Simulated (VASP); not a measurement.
Set up this calculation in VASP 6.6.1, as the native input.

| Item | Value |
| --- | --- |
| Task | single point |
| Functional | revPBE |
| Potentials or basis | VASP PAW PBE potentials, release 64 (Cd, Se) |
| Cutoff | 520 eV |
| k mesh | 8 × 8 × 8 |
| Occupations | fermi-dirac, width 0.05 eV |
| Spin | no spin polarisation |
| Dipole correction | no |
| Further INCAR settings | ALGO = Normal; EDIFF = 1e-06; NBANDS = 16 |

The structure of CdSe lies in POSCAR:

```
CdSe
1.0
    0.0000000000      3.0702711986      3.0702711986
    3.0702711986      0.0000000000      3.0702711986
    3.0702711986      3.0702711986      0.0000000000
Cd Se
1 1
Direct
    0.0000000000      0.0000000000      0.0000000000
    0.2500000000      0.2500000000      0.2500000000
```

The input as run:

INCAR

```
ALGO = Normal ; EDIFF = 1E-6
ENCUT = 520 ; GGA = RE
ISIF = 2 ; ISMEAR = -1
LASPH = T ; LCHARG = F
LREAL = F ; LWAVE = F
NBANDS = 16 ; NELM = 100
PREC = Accurate ; SIGMA = 0.05
```

KPOINTS

```
k-points
0
Gamma
  8 8 8
```

Potentials or basis: VASP PAW PBE potentials, release 64 (Cd, Se).

The run is started by

```sh
$ cat potpaw_PBE.64/Cd/POTCAR potpaw_PBE.64/Se/POTCAR > POTCAR
$ mpirun -np 1 vasp_std > vasp.out
```

It gave:

```json
{
 "Pressure": "3.0 GPa",
 "Band gap on the k mesh": "0.68 eV, direct"
}
```

Caveat: the PAW data sets were made with another functional, which shifts forces and pressure a little.

It took 24 s on 1 thread of Intel(R) Xeon(R) Platinum 8259CL CPU @ 2.50GHz (Skylake/Cascade Lake), with other jobs on the host, peak memory 0.18 GiB.
